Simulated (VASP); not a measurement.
Wanted: the native input for a VASP 6.6.1 run.

```yaml
Task: single point
Functional: PBE
Potentials_or_basis: VASP PAW PBE potentials, release 64 (Zn, S)
Cutoff: 500 eV
k_mesh: 6 × 6 × 6
Occupations: gaussian, width 0.1 eV
Spin: no spin polarisation
Dipole_correction: no
Further_INCAR_settings: ALGO = Normal; EDIFF = 1e-06; NBANDS = 16
```

The structure of ZnS lies in POSCAR:

```
ZnS
1.0
    3.5536644988     -0.0000000031      0.0000000000
   -1.7768322467      3.0775637340      0.0000000000
    0.0000000000      0.0000000000      3.1504790243
Zn S
1 1
Direct
    0.6666666667      0.3333333333      0.0000000000
    0.0000000000      0.0000000000      0.5000000000
```

One way to write it, as run:

INCAR

```
SYSTEM = ZnS
  PREC = Accurate
  ENCUT = 500
  EDIFF = 1E-6
  ISMEAR = 0
  SIGMA = 0.1
  LREAL = .False.
  LASPH = .True.
  NELM = 120
  ALGO = Normal
  ISIF = 2
  LWAVE = .False.
  LCHARG = .False.
  GGA = PE
  NBANDS = 16
  GGA_COMPAT = .False.
```

KPOINTS

```
Automatic mesh
0
Gamma
  6 6 6
  0 0 0
```

Potentials or basis: VASP PAW PBE potentials, release 64 (Zn, S).

Command:

```bash
$ cat potpaw_PBE.64/Zn/POTCAR potpaw_PBE.64/S/POTCAR > POTCAR
$ mpirun -np 1 vasp_std > vasp.out
```

It gave:

The pressure is 0.4 GPa and the band gap on the k mesh is zero (band 9 reaches 4.38 eV, above the bottom of band 10 at 3.37 eV).

Run time: 9 s on 1 thread of Intel Xeon 6975P-C (shared host), peak memory 0.15 GiB.
